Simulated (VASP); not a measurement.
Here is a VASP 6.6.1 calculation.

File INCAR:

```
SYSTEM = TaN
ALGO     = Normal         ! electronic algorithm
EDIFF    = 1E-6           ! SCF threshold, eV
ENCUT    = 520            ! plane-wave cutoff, eV
GGA      = PS             ! functional
ISIF     = 2              ! what is computed and relaxed
ISMEAR   = 0              ! smearing method
LASPH    = .TRUE.         ! aspherical terms in the spheres
LCHARG   = .FALSE.        ! write CHGCAR
LREAL    = .FALSE.        ! projectors in reciprocal space
LWAVE    = .FALSE.        ! write WAVECAR
NBANDS   = 15             ! bands
NELM     = 60             ! most SCF steps
PREC     = Accurate       ! precision mode
SIGMA    = 0.15           ! smearing width, eV
```

File KPOINTS:

```
k-points
0
G
  24 24 24
  0 0 0
```

POSCAR

```
TaN
1.0
    0.0000000000      2.2206623742      2.2534800447
    2.2206623742      0.0000000000      2.2534800447
    2.2206623742      2.2206623742      0.0000000000
Ta N
1 1
Direct
    0.5000000000      0.5000000000      0.5000000000
    0.0000000000      0.0000000000      0.0000000000
```

Potentials or basis: VASP PAW PBE potentials, release 64 (Ta_pv, N).

Run with:

```console
$ cat potpaw_PBE.64/Ta_pv/POTCAR potpaw_PBE.64/N/POTCAR > POTCAR
$ mpirun -np 1 vasp_std > vasp.out
```

Question: Estimate the pressure.

Answer: -17.7 GPa.

Question: Predict the band gap on the k mesh.

Answer: Zero (bands 8 and 9 overlap by 3.67 eV).

Stress tensor (GPa, compression positive):
```
-15.46   0.00   0.00
  0.00 -15.46   0.00
  0.00   0.00 -22.03
```

Caveat: the cell differs from its parent crystal (strain +0.015 along x and y, +0.030 along z); the stress differs along the axes, from -22 to -15 GPa; the PAW data sets were made with another functional, which shifts forces and pressure a little; spin-orbit coupling is left out, which moves the levels of the heavy elements.
